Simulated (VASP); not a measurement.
# MgGaC4N4 (P-43m) in VASP: notebook

MgGaC4N4 is run at these levels: PBE; tasks: relaxation of cell and atoms, single point.

Everything below comes from runs of VASP 6.6.1. Logs are shortened: lines on timing, memory, paths and dates and some standing lists are left out, and cuts for length are marked.

## Step 1: The cell of the first run

Symmetry: P-43m, No. 215, cubic system. Conventional cell: a = 5.936 Å, b = 5.936 Å, c = 5.936 Å, α = 90.00°, β = 90.00°, γ = 90.00°. Mg (site symmetry -43m) has 4 N at 2.08 Å within 2.7 Å. Within 2.5 Å of Ga (site symmetry -43m) lie 4 C at 1.90 Å. Within 1.6 Å of C (site symmetry 3m) lie 1 N at 1.17 Å. N (site symmetry 3m) has 1 C at 1.17 Å within 1.6 Å.

## Step 2: Relaxation of cell and atoms, PBE

The input, INCAR:

```
SYSTEM = MgGaC4N4
PREC = Accurate ; ENCUT = 600
EDIFF = 1E-6 ; ISMEAR = 0
SIGMA = 0.1 ; LREAL = .False.
LASPH = .True. ; NELM = 100
ALGO = Normal ; ISIF = 3
LWAVE = .False. ; LCHARG = .False.
GGA = PE ; IBRION = 2
NSW = 90 ; EDIFFG = -0.04
```

The input, KPOINTS:

```
regular mesh
0
Gamma
  4 4 4
  0 0 0
```

The input, POSCAR:

```
MgGaC4N4
1.0
    5.9363154700      0.0000000000      0.0000000000
    0.0000000000      5.9363154700      0.0000000000
    0.0000000000      0.0000000000      5.9363154700
Mg Ga C N
1 1 4 4
Direct
    0.5000000000      0.5000000000      0.5000000000
    0.0000000000      0.0000000000      0.0000000000
    0.1843999200      0.1843999200      0.1843999200
    0.1843999200      0.8156000800      0.8156000800
    0.8156000800      0.1843999200      0.8156000800
    0.8156000800      0.8156000800      0.1843999200
    0.2981910100      0.2981910100      0.2981910100
    0.2981910100      0.7018089900      0.7018089900
    0.7018089900      0.2981910100      0.7018089900
    0.7018089900      0.7018089900      0.2981910100
```

Potentials or basis: VASP PAW PBE potentials, release 64 (Mg, Ga_d, C, N).

Command:

```
cat potpaw_PBE.64/Mg/POTCAR potpaw_PBE.64/Ga_d/POTCAR potpaw_PBE.64/C/POTCAR potpaw_PBE.64/N/POTCAR > POTCAR
mpirun -np 1 vasp_std > vasp.out
```

OUTCAR:

```text
SYSTEM = MgGaC4N4
   PREC = Accurate
   ENCUT = 600
   EDIFF = 1E-6
   ISMEAR = 0
   LREAL = .False.
   LASPH = .True.
   NELM = 100
   ISIF = 3
   GGA = PE
   IBRION = 2
   NSW = 90
   EDIFFG = -0.04

 ion  position               nearest neighbor table
   1  0.500  0.500  0.500-   7 2.08   8 2.08   9 2.08  10 2.08
   2  0.000  0.000  0.000-   3 1.90   4 1.90   5 1.90   6 1.90
   3  0.184  0.184  0.184-   7 1.17   2 1.90
   4  0.184  0.816  0.816-   8 1.17   2 1.90
   5  0.816  0.184  0.816-   9 1.17   2 1.90
   6  0.816  0.816  0.184-  10 1.17   2 1.90
   7  0.298  0.298  0.298-   3 1.17   1 2.08
   8  0.298  0.702  0.702-   4 1.17   1 2.08
   9  0.702  0.298  0.702-   5 1.17   1 2.08
  10  0.702  0.702  0.298-   6 1.17   1 2.08

  LATTYP: Found a simple cubic cell.
 ALAT       =     5.9363154700

  Lattice vectors:

 A1 = (   5.9363154700,   0.0000000000,   0.0000000000)
 A2 = (   0.0000000000,   5.9363154700,   0.0000000000)
 A3 = (   0.0000000000,   0.0000000000,   5.9363154700)

Analysis of symmetry for initial positions (statically):
=====================================================================
 Subroutine PRICEL returns:
 Original cell was already a primitive cell.

 Routine SETGRP: Setting up the symmetry group for a
 simple cubic supercell.

 Subroutine GETGRP returns: Found 24 space group operations
 (whereof 24 operations were pure point group operations)
 out of a pool of 48 trial point group operations.

The static configuration has the point symmetry T_d .

Analysis of symmetry for dynamics (positions and initial velocities):
=====================================================================
 Subroutine PRICEL returns:
 Original cell was already a primitive cell.

 Routine SETGRP: Setting up the symmetry group for a
 simple cubic supercell.

 Subroutine GETGRP returns: Found 24 space group operations
 (whereof 24 operations were pure point group operations)
 out of a pool of 48 trial point group operations.

The dynamic configuration has the point symmetry T_d .

 Subroutine INISYM returns: Found 24 space group operations
 (whereof 24 operations are pure point group operations),
 and found     1 'primitive' translations

----------------------------------------------------------------------------------------

                                     Primitive cell

  volume of cell :     209.1948

  direct lattice vectors                    reciprocal lattice vectors
     5.936315470  0.000000000  0.000000000     0.168454659  0.000000000  0.000000000
     0.000000000  5.936315470  0.000000000     0.000000000  0.168454659  0.000000000
     0.000000000  0.000000000  5.936315470     0.000000000  0.000000000  0.168454659

  length of vectors
     5.936315470  5.936315470  5.936315470     0.168454659  0.168454659  0.168454659

  position of ions in fractional coordinates (direct lattice)
     0.500000000  0.500000000  0.500000000
     0.000000000  0.000000000  0.000000000
     0.184399920  0.184399920  0.184399920
     0.184399920  0.815600080  0.815600080
     0.815600080  0.184399920  0.815600080
     0.815600080  0.815600080  0.184399920
     0.298191010  0.298191010  0.298191010
     0.298191010  0.701808990  0.701808990
     0.701808990  0.298191010  0.701808990
     0.701808990  0.701808990  0.298191010

  ion indices of the primitive-cell ions
   primitive index   ion index
                 1           1
                 2           2
                 3           3
                 4           4
                 5           5
                 6           6
                 7           7
                 8           8
                 9           9
                10          10

----------------------------------------------------------------------------------------

 KPOINTS: regular mesh

Automatic generation of k-mesh.
 Grid dimensions read from file:
 generate k-points for:    4    4    4

 Generating k-lattice:

  Cartesian coordinates                     Fractional coordinates (reciprocal lattice)
     0.042113665  0.000000000  0.000000000     0.250000000  0.000000000  0.000000000
     0.000000000  0.042113665  0.000000000     0.000000000  0.250000000  0.000000000
     0.000000000  0.000000000  0.042113665     0.000000000  0.000000000  0.250000000

  Length of vectors
     0.042113665  0.042113665  0.042113665

  Shift w.r.t. Gamma in fractional coordinates (k-lattice)
     0.000000000  0.000000000  0.000000000

 Subroutine IBZKPT returns following result:
 ===========================================

 Found     10 irreducible k-points:

 Following reciprocal coordinates:
            Coordinates               Weight
  0.000000  0.000000  0.000000      1.000000
  0.250000  0.000000  0.000000      6.000000
  0.500000  0.000000  0.000000      3.000000
  0.250000  0.250000  0.000000     12.000000
  0.500000  0.250000  0.000000     12.000000
  0.500000  0.500000  0.000000      3.000000
  0.250000  0.250000  0.250000      8.000000
  0.500000  0.250000  0.250000     12.000000
  0.500000  0.500000  0.250000      6.000000
  0.500000  0.500000  0.500000      1.000000
   k-points           NKPTS =     10   k-points in BZ     NKDIM =     10   number of bands    NBANDS=     31
   number of dos      NEDOS =    301   number of ions     NIONS =     10
   total plane-waves  NPLWV = 110592
   dimension x,y,z NGX =    48 NGY =   48 NGZ =   48
   dimension x,y,z NGXF=    96 NGYF=   96 NGZF=   96
   ions per type =               1   1   4   4
   NGX,Y,Z   is equivalent  to a cutoff of  13.44, 13.44, 13.44 a.u.
   NGXF,Y,Z  is equivalent  to a cutoff of  26.88, 26.88, 26.88 a.u.
 SYSTEM =  MgGaC4N4
   PREC   = accura    normal or accurate (medium, high low for compatibility)
   ISTART =      0    job   : 0-new  1-cont  2-samecut
   ICHARG =      2    charge: 1-file 2-atom 10-const
   ISPIN  =      1    spin polarized calculation?
   LNONCOLLINEAR =      F non collinear calculations
   LSORBIT =      F    spin-orbit coupling
   LASPH  =      T    aspherical Exc in radial PAW
   ENCUT  =  600.0 eV  44.10 Ry    6.64 a.u.  11.86 11.86 11.86*2*pi/ulx,y,z
   NELM   =    100;   NELMIN=  2; NELMDL= -5     # of ELM steps
   EDIFF  = 0.1E-05   stopping-criterion for ELM
   LREAL  =      F    real-space projection
   EDIFFG = -.4E-01   stopping-criterion for IOM
   NSW    =     90    number of steps for IOM
   IBRION =      2    ionic relax: 0-MD 1-quasi-New 2-CG
   NFREE  =      1    steps in history (QN), initial steepest desc. (CG)
   ISIF   =      3    stress and relaxation
   ISYM   =      2    0-nonsym 1-usesym 2-fastsym
   POTIM  = 0.5000    time-step for ionic-motion
   TEBEG  =    0.0;   TEEND  =   0.0 temperature during run
   PSTRESS=    0.0 pullay stress
   NELECT =      51.0000    total number of electrons
   NUPDOWN=      -1.0000    fix difference up-down
   EMIN   =  10.00;   EMAX   =-10.00  energy-range for DOS
   EFERMI =   0.00;   METHOD = LEGACY
   ISMEAR =     0;   SIGMA  =   0.10  broadening in eV -4-tet -1-fermi 0-gaus
   EFERMI_NEDOS =   21; number of points for ismear=-14 and -15
   IALGO  =     38    algorithm
   IMIX   =      4    mixing-type and parameters
     AMIX     =   0.40;   BMIX     =  1.00
     AMIX_MAG =   1.60;   BMIX_MAG =  1.00
  volume/ion in A,a.u.               =      20.92       141.17
  Fermi-wavevector in a.u.,A,eV,Ry     =   1.022699  1.932621 14.230519  1.045914
  Thomas-Fermi vector in A             =   2.156393
   LORBIT       =      0    0 simple, 1 ext, 2 COOP (PROOUT), +10 PAW based schemes
   GGA     = PE    functional components
   LHFCALC =     F    Hartree Fock is set to
   AEXX    =    0.0000 exact exchange contribution
   IVDW    =     0    specifies the selected vdW correction
   LEPSILON=     F    determine dielectric tensor
   LRPA    =     F    only Hartree local field effects (RPA)
 conjugate gradient relaxation of ions
 non-spin polarized calculation
 Gauss-broadening in eV      SIGMA  =   0.10
  energy-cutoff  :      600.00
  volume of cell :      209.19
 maximum number of plane-waves:      7024
 NGX is ok and might be reduce to    48
   NGX = 23   NGY = 23   NGZ = 23

--------------------------------------- Ionic step        1  -------------------------------------------

 number of electron      50.9999982 magnetization

 Free energy of the ion-electron system (eV)
  ---------------------------------------------------
  ext. energy  EPLUGINS =         0.00000000
  ---------------------------------------------------
  free energy    TOTEN  =       -72.34149929 eV

  energy without entropy =      -72.29474099  energy(sigma->0) =      -72.31812014

------------------------ aborting loop because EDIFF is reached ----------------------------------------

  FORCE on cell =-STRESS in cart. coord.  units (eV):
  Direction    XX          YY          ZZ          XY          YZ          ZX
  --------------------------------------------------------------------------------------
  -------------------------------------------------------------------------------------
  Total        3.0752304      3.0752304      3.0752304     -0.0000000     -0.0000000      0.0000000
  in kB       23.5525173     23.5525173     23.5525173     -0.0000000     -0.0000000      0.0000000
  external PRESSURE =      23.5525173 kB  Pullay stress =       0.0000000 kB
[... 113 lines left out ...]
  FREE ENERGIE OF THE ION-ELECTRON SYSTEM (eV)
  ---------------------------------------------------
  free  energy   TOTEN  =       -72.4472907237 eV

  energy  without entropy=      -72.3983526812  energy(sigma->0) =      -72.42282170

[... ionic steps 4 to 14 ...]

--------------------------------------- Ionic step       15  -------------------------------------------

 number of electron      51.0000006 magnetization

------------------------ aborting loop because EDIFF is reached ----------------------------------------

  FORCE on cell =-STRESS in cart. coord.  units (eV):
  Direction    XX          YY          ZZ          XY          YZ          ZX
  --------------------------------------------------------------------------------------
  -------------------------------------------------------------------------------------
  Total       -0.0065444     -0.0065444     -0.0065444     -0.0000000     -0.0000000      0.0000000
  in kB       -0.0489093     -0.0489093     -0.0489093     -0.0000000     -0.0000000      0.0000000
  external PRESSURE =      -0.0489093 kB  Pullay stress =       0.0000000 kB
[... 73 lines left out ...]
  energy  without entropy=      -72.4889886253  energy(sigma->0) =      -72.51323757

--------------------------------------- Ionic step       17  -------------------------------------------

 number of electron      51.0000006 magnetization

 Free energy of the ion-electron system (eV)
  ---------------------------------------------------
  ext. energy  EPLUGINS =         0.00000000
  ---------------------------------------------------
  free energy    TOTEN  =       -72.53759781 eV

  energy without entropy =      -72.48912435  energy(sigma->0) =      -72.51336108

 E-fermi :   1.7991     XC(G=0):  -6.8805

 val. band max:        1.7900676097   @ k =   0.2500   0.2500   0.2500
 cond. band min:       1.8704129518   @ k =   0.2500   0.2500   0.0000
 fundamental gap:      0.0803453421
 Fermi energy:         1.7991162585

 k-point     1 :       0.0000    0.0000    0.0000
  band No.  band energies     occupation
      1     -18.7212      2.00000
      2     -18.6121      2.00000
      3     -18.6121      2.00000
      4     -18.6121      2.00000
      5     -15.7362      2.00000
      6     -15.7362      2.00000
[... 366 lines left out ...]
  FREE ENERGIE OF THE ION-ELECTRON SYSTEM (eV)
  ---------------------------------------------------
  free  energy   TOTEN  =       -72.5375978099 eV

  energy  without entropy=      -72.4891243520  energy(sigma->0) =      -72.51336108

 reached required accuracy - stopping structural energy minimisation
```

Run time: 6 min. Hardware: 1 thread of Intel Xeon 6975P-C (Granite Rapids), shared host; peak memory 0.39 GiB.

What came out:

| Property | Result |
| --- | --- |
| Free energy | -72.5376 eV |
| Relaxed volume | 21.43 Å³/atom |
| Relaxed cell | a = 5.984 Å, b = 5.984 Å, c = 5.984 Å, α = 90.00°, β = 90.00°, γ = 90.00° |
| Space group after relaxing (to 0.1 Å) | P-43m (No. 215) |
| Energy gained by relaxing | 19.6 meV/atom |
| Ionic steps | 17 |
| Pressure after relaxing | -0.1 GPa |
| Largest force after relaxing | 0.010 eV/Å |
| Band gap on the k mesh | zero (an odd number of electrons rules out a gap without spin polarisation) |

Forces in eV/Å, atoms in the order of the input:
```
Mg   0.000  0.000  0.000
Ga   0.000  0.000  0.000
C    0.006  0.006  0.006
C    0.006 -0.006 -0.006
C   -0.006  0.006 -0.006
C   -0.006 -0.006  0.006
N    0.004  0.004  0.004
N    0.004 -0.004 -0.004
N   -0.004  0.004 -0.004
N   -0.004 -0.004  0.004
```

Step by step:
| step | energy change (eV) | largest force (eV/Å) | pressure (GPa) | volume (Å³) |
| --- | --- | --- | --- | --- |
| 1 | 0.0000 | 0.9148 | 2.36 | 209.19 |
| 2 | -0.0479 | 2.7240 | -3.11 | 218.64 |
| 3 | -0.1058 | 1.8745 | -0.94 | 214.53 |
| 4 | -0.1723 | 0.6073 | -0.69 | 216.68 |
| 5 | -0.1798 | 0.2532 | -0.56 | 217.68 |
| 6 | -0.1823 | 0.1941 | -0.56 | 217.51 |
| 7 | -0.1879 | 0.1297 | -0.64 | 217.00 |
| 8 | -0.1913 | 0.3387 | -0.76 | 215.99 |
| 9 | -0.1928 | 0.2383 | -0.61 | 215.72 |
| 10 | -0.1937 | 0.0720 | -0.37 | 215.28 |
| 11 | -0.1939 | 0.0621 | -0.33 | 215.23 |
| 12 | -0.1946 | 0.0639 | -0.25 | 215.07 |
| 13 | -0.1955 | 0.0792 | -0.13 | 214.74 |
| 14 | -0.1957 | 0.1523 | 0.12 | 214.10 |
| 15 | -0.1959 | 0.0986 | 0.00 | 214.38 |
| 16 | -0.1960 | 0.0928 | -0.09 | 214.23 |
| 17 | -0.1961 | 0.0102 | -0.07 | 214.30 |

Final structure:
```
Mg Ga C N
1.0
     5.98419    0.00000    0.00000
     0.00000    5.98419    0.00000
     0.00000    0.00000    5.98419
Mg Ga C N
1 1 4 4
Cartesian
  2.9921 2.9921 2.9921
  0.0000 0.0000 0.0000
  1.1358 1.1358 1.1358
  1.1358 4.8484 4.8484
  4.8484 1.1358 4.8484
  4.8484 4.8484 1.1358
  1.8143 1.8143 1.8143
  1.8143 4.1698 4.1698
  4.1698 1.8143 4.1698
  4.1698 4.1698 1.8143
```

Caveat: an odd number of electrons without spin polarisation forces a metal; a magnetic or distorted state may lie lower.

## Step 3: Relaxation of cell and atoms, PBE

This run uses another cell than the first one, of 21.38 Å³/atom.

The input, INCAR:

```
SYSTEM = MgGaC4N4
PREC = Accurate
ENCUT = 600
EDIFF = 1E-7
ISMEAR = 0
SIGMA = 0.1
LREAL = .False.
LASPH = .True.
NELM = 60
ALGO = Normal
ISIF = 3
LWAVE = .False.
LCHARG = .False.
GGA = PE
IBRION = 2
NSW = 100
EDIFFG = -0.01
```

The input, KPOINTS:

```
regular mesh
0
Gamma
  6 6 6
  0 0 0
```

The input, POSCAR:

```
MgGaC4N4
1.0
    5.9798653848      0.0000000000      0.0000000000
    0.0000000000      5.9798653848      0.0000000000
    0.0000000000      0.0000000000      5.9798653848
Mg Ga C N
1 1 4 4
Direct
    0.5000000000      0.5000000000      0.5000000000
    0.0000000000      0.0000000000      0.0000000000
    0.1897925493      0.1897925493      0.1897925493
    0.1897925493      0.8102074507      0.8102074507
    0.8102074507      0.1897925493      0.8102074507
    0.8102074507      0.8102074507      0.1897925493
    0.3029581438      0.3029581438      0.3029581438
    0.3029581438      0.6970418562      0.6970418562
    0.6970418562      0.3029581438      0.6970418562
    0.6970418562      0.6970418562      0.3029581438
```

Potentials or basis: VASP PAW PBE potentials, release 64 (Mg, Ga_d, C, N).

Command:

```
cat potpaw_PBE.64/Mg/POTCAR potpaw_PBE.64/Ga_d/POTCAR potpaw_PBE.64/C/POTCAR potpaw_PBE.64/N/POTCAR > POTCAR
mpirun -np 1 vasp_std > vasp.out
```

Wall time 4.7 min (1 thread of Intel Xeon 6975P-C (Granite Rapids), shared host); peak memory 0.45 GiB.

The run converged. Its results:

```yaml
Free_energy: -72.5414 eV
Relaxed_volume: 21.41 Å³/atom
Relaxed_cell: a = 5.982 Å, b = 5.982 Å, c = 5.982 Å, α = 90.00°, β = 90.00°, γ = 90.00°
Space_group_after_relaxing_to_0.1_Å: P-43m (No. 215)
Energy_gained_by_relaxing: 0.2 meV/atom
Ionic_steps: 6
Pressure_after_relaxing: 0.0 GPa
Largest_force_after_relaxing: 0.004 eV/Å
Band_gap_on_the_k_mesh: zero (an odd number of electrons rules out a gap without spin polarisation)
```

Forces in eV/Å, atoms in the order of the input:
```
Mg   0.000  0.000  0.000
Ga   0.000  0.000  0.000
C    0.000  0.000  0.000
C    0.000  0.000  0.000
C    0.000  0.000  0.000
C    0.000  0.000  0.000
N    0.002  0.002  0.002
N    0.002 -0.002 -0.002
N   -0.002  0.002 -0.002
N   -0.002 -0.002  0.002
```

Step by step:
```csv
step,energy change (eV),largest force (eV/Å),pressure (GPa),volume (Å³)
1,0.0000,0.3668,0.37,213.83
2,0.2231,3.3877,-3.34,215.36
3,-0.0021,0.0362,0.01,213.96
4,-0.0021,0.0286,0.02,213.96
5,-0.0022,0.0124,-0.01,214.04
6,-0.0023,0.0036,-0.03,214.11
```

Final structure:
```cif
data_structure
_symmetry_space_group_name_H-M 'P 1'
_symmetry_Int_Tables_number 1
_cell_length_a 5.9825
_cell_length_b 5.9825
_cell_length_c 5.9825
_cell_angle_alpha 90.000
_cell_angle_beta 90.000
_cell_angle_gamma 90.000
_cell_volume 214.11
loop_
_atom_site_label
_atom_site_type_symbol
_atom_site_fract_x
_atom_site_fract_y
_atom_site_fract_z
_atom_site_occupancy
Mg1 Mg 0.50000 0.50000 0.50000 1
Ga1 Ga 0.00000 0.00000 0.00000 1
C1 C 0.18985 0.18985 0.18985 1
C2 C 0.18985 0.81015 0.81015 1
C3 C 0.81015 0.18985 0.81015 1
C4 C 0.81015 0.81015 0.18985 1
N1 N 0.30327 0.30327 0.30327 1
N2 N 0.30327 0.69673 0.69673 1
N3 N 0.69673 0.30327 0.69673 1
N4 N 0.69673 0.69673 0.30327 1
```

Levels at points of the mesh, in eV from the Fermi level:
```
           k point  band 21  band 22  band 23  band 24  band 25  band 26  band 27  band 28  band 29  band 30
(0.00, 0.00, 0.00)    -6.40    -6.40    -6.40    -6.40    -6.40    -0.15    -0.15    -0.15     0.63     0.63
(0.50, 0.00, 0.00)    -6.47    -6.46    -6.46    -6.22    -6.22     0.12     0.12     0.14     0.53     1.07
(0.50, 0.50, 0.00)    -6.50    -6.41    -6.37    -6.29    -6.29     0.15     0.46     0.47     0.47     1.18
(0.50, 0.50, 0.50)    -6.49    -6.49    -6.27    -6.27    -6.27     0.34     0.34     0.34     0.69     0.69
```

Caveat: an odd number of electrons without spin polarisation forces a metal; a magnetic or distorted state may lie lower.

(Continued in part 2 of 2.)

The gap in the log of VASP goes by the Fermi energy; the results here count the filled bands.